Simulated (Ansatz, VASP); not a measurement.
**Two plane-wave programs on Te**

```xyz
1
Lattice="2.2747 1.3133 1.6681 -2.2747 1.3133 1.6681 0.0000 -2.6266 1.6681" Properties=species:S:1:pos:R:3 pbc="T T T"
Te    0.0000    0.0000    2.5022
```

Alike in both runs: task single point; functional LDA; k mesh 9 × 9 × 9; occupations fermi-dirac, width 0.05 eV; no spin polarisation.

|  | VASP | Ansatz |
| --- | --- | --- |
| version | VASP 6.6.1 | Ansatz 0.2.0 |
| potentials or method | VASP PAW LDA potentials, release 64 (Te) | Ansatz PAW |
| plane-wave cutoff (eV) | 520 | 420 |
| valence electrons in the cell | 6 | 16 |

|  | VASP | Ansatz | Ansatz less VASP |
| --- | --- | --- | --- |
| gap on the k mesh at the Fermi level (eV) | none | none | - |
| pressure (GPa) | 1.5 | 1.4 | -0.11 |
| traceless stress, the component that is largest in VASP (GPa) | -0.20 | -0.15 | +0.043 |

LDA's correlation is that of Perdew and Zunger in VASP and of Perdew and Wang (1992) in Ansatz. A gap of «none» marks a metal or a gap that the smearing closes. VASP's potentials hold 6 valence electrons a cell and Ansatz's 16, so a difference there can come from the potentials and not from the codes.

Neither program's run includes spin-orbit coupling.
